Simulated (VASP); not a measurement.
Set up this calculation in VASP 6.6.1, as the native input.

| Quantity | Value |
| --- | --- |
| Task | single point |
| Functional | BLYP |
| Potentials or basis | VASP PAW PBE potentials, release 64 (Na_pv) |
| Cutoff | 520 eV |
| k mesh | 8 × 8 × 8 |
| Occupations | fermi-dirac, width 0.1 eV |
| Spin | no spin polarisation |
| Dipole correction | no |
| Further INCAR settings | ALGO = Normal; EDIFF = 1e-06; NBANDS = 14 |

The structure of Na lies in POSCAR:

```
Na
1.0
    0.0000000000      3.9600461529      3.9600461529
    3.9600461529      0.0000000000      3.9600461529
    3.9600461529      3.9600461529      0.0000000000
Na
2
Direct
    0.1250000000      0.1250000000      0.1250000000
    0.8750000000      0.8750000000      0.8750000000
```

One way to write it, as run:

INCAR

```
SYSTEM = Na
AGGAC = 1.0 ; AGGAX = 1.0
ALDAC = 0.0 ; ALDAX = 1.0
ALGO = Normal ; EDIFF = 1E-6
ENCUT = 520 ; GGA = B5
ISIF = 2 ; ISMEAR = -1
LASPH = .TRUE. ; LCHARG = .TRUE.
LELF = .TRUE. ; LREAL = .FALSE.
LVHAR = .TRUE. ; LWAVE = .FALSE.
NBANDS = 14 ; NELM = 100
PREC = Accurate ; SIGMA = 0.1
```

KPOINTS

```
k-points
0
G
  8 8 8
  0 0 0
```

Potentials or basis: VASP PAW PBE potentials, release 64 (Na_pv).

Run with:

```sh
$ cat potpaw_PBE.64/Na_pv/POTCAR > POTCAR
$ mpirun -np 1 vasp_std > vasp.out
```

Results of the run:

```json
{
  "Pressure": "0.0 GPa",
  "Band gap on the k mesh": "zero (band 7 reaches -0.28 eV, above the bottom of band 8 at -0.51 eV)"
}
```

Caveat: the PAW data sets were made with another functional, which shifts forces and pressure a little.

It took 37 s on 1 thread of Intel(R) Xeon(R) Platinum 8488C (Sapphire Rapids) (shared host), peak memory 0.25 GiB.
